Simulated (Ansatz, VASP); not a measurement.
# As in VASP and in Ansatz

Contents of INCAR:

```
PREC = Accurate
ENCUT = 600
EDIFF = 1E-6
ISMEAR = -1
SIGMA = 0.05
LREAL = False
LASPH = True
NELM = 150
ALGO = Normal
ISIF = 3
LWAVE = False
LCHARG = False
MAGMOM = 0 0 0
LORBIT = 11
LSORBIT = True
GGA_COMPAT = False
LORBMOM = True
GGA = PE
IBRION = 2
NSW = 60
EDIFFG = -0.005
```

The input KPOINTS:

```
Automatic mesh
0
Gamma
  17 17 17
```

Contents of POSCAR:

```
As
1.0
    0.0000000000      2.1179117921      2.1179117921
    2.1179117921      0.0000000000      2.1179117921
    2.1179117921      2.1179117921      0.0000000000
As
1
Direct
    0.0000000000      0.0000000000      0.0000000000
```

Input for Ansatz:

```yaml
crystal:
  lattice:
    - [0.0, 2.1179117921, 2.1179117921]
    - [2.1179117921, 0.0, 2.1179117921]
    - [2.1179117921, 2.1179117921, 0.0]
  atoms:
    - { symbol: As, position: [0.0, 0.0, 0.0] }
kpoints:
  mp_grid: { grid: [17, 17, 17] }
scf:
  occupations: { method: fermi_dirac, width: 0.05 }
hamiltonian:
  xc: pbe
  pseudopotentials: { kind: paw_fr }
output:
  forces: true
  stress: true
  write_density: true
  write_potential: true
  elf: true
  volumetric_format: npy
relax:
  f_tol: 0.005
  max_steps: 40
  cell: {}
magnetization:
  noncollinear: true
  spin_orbit: true
```

Alike in both runs: task relaxation of cell and atoms; functional PBE; k mesh 17 × 17 × 17; occupations fermi-dirac, width 0.05 eV; non-collinear spin, spin-orbit coupling.

```csv
,VASP,Ansatz
version,VASP 6.6.1,Ansatz 0.2.0
potentials or method,"VASP PAW PBE potentials, release 64 (As)","PAW with Ansatz's default frozen-core files, fully relativistic files with spin-orbit coupling"
plane-wave cutoff (eV),600,420
valence electrons in the cell,5,15
```

VASP gave:

```
net moment per atom (μB)                                     : 0.00
relaxed volume (Å³/atom)                                     : 19.36
relaxed cell length with the largest relative difference (Å) : 3.014
```

Question: Which values does Ansatz return?

Answer: net moment per atom (μB): 0.00; relaxed volume (Å³/atom): 19.35; relaxed cell length with the largest relative difference (Å): 3.014.

VASP's potentials hold 5 valence electrons a cell and Ansatz's 15, so a difference there can come from the potentials and not from the codes.
